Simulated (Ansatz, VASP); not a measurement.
**Ti: VASP beside Ansatz**

Contents of POSCAR:

```
Ti
1.0
    0.0000000000      2.0300000000      1.9894000000
    2.0300000000      0.0000000000      1.9894000000
    2.0300000000      2.0300000000      0.0000000000
Ti
1
Direct
    0.0000000000      0.0000000000      0.0000000000
```

The input INCAR.step1:

```
PREC = Accurate
ENCUT = 520
ISMEAR = 0
SIGMA = 0.15
LREAL = F
LASPH = T
NELM = 60
NBANDS = 12
GGA = PE
ALGO = Normal
EDIFF = 1E-4
LWAVE = T
LCHARG = F
```

The input INCAR.step2:

```
PREC = Accurate
ENCUT = 520
EDIFF = 1E-6
ISMEAR = 0
SIGMA = 0.15
LREAL = F
LASPH = T
NELM = 60
ALGO = Normal
ISIF = 2
LWAVE = F
LCHARG = F
METAGGA = R2SCAN
LMIXTAU = T
NBANDS = 12
ISTART = 1
```

KPOINTS

```
regular mesh
0
Gamma
  20 20 20
```

Input for Ansatz:

```yaml
crystal:
  lattice:
    - [0.0, 2.03, 1.9894]
    - [2.03, 0.0, 1.9894]
    - [2.03, 2.03, 0.0]
  atoms:
    - { symbol: Ti, position: [0.0, 0.0, 0.0] }
basis:
  ecutwfc: 500
kpoints:
  mp_grid: { grid: [20, 20, 20] }
hamiltonian:
  xc: r2scan
scf:
  occupations: { method: gaussian, width: 0.15 }
output:
  forces: true
  stress: true
  eigenvalues: true
```

Change from the starting cell: strain -0.0200 x Voigt [0, 0, 1, 0, 0, 0], atoms carried along.

Alike in both runs: task single point; functional r2SCAN; k mesh 20 × 20 × 20; occupations gaussian, width 0.15 eV; no spin polarisation.

|  | VASP | Ansatz |
| --- | --- | --- |
| version | VASP 6.6.1 | Ansatz 0.2.0 |
| potentials or method | VASP PAW PBE potentials, release 64 (Ti_sv), cutoff 520 eV | scalar-relativistic, plane waves, PAW |
| valence electrons in the cell | 12 | 12 |

VASP gave:

| Quantity | Value |
| --- | --- |
| gap on the k mesh at the Fermi level (eV) | none |
| pressure (GPa) | 7.5 |
| traceless stress, the component that is largest in VASP (GPa) | 0.46 |

Problem. Estimate Ansatz's values.

Solution. gap on the k mesh at the Fermi level (eV): none; pressure (GPa): 7.0; traceless stress, the component that is largest in VASP (GPa): 0.45.

VASP's potentials were made for PBE, not for r2SCAN. A gap of «none» marks a metal or a gap that the smearing closes.
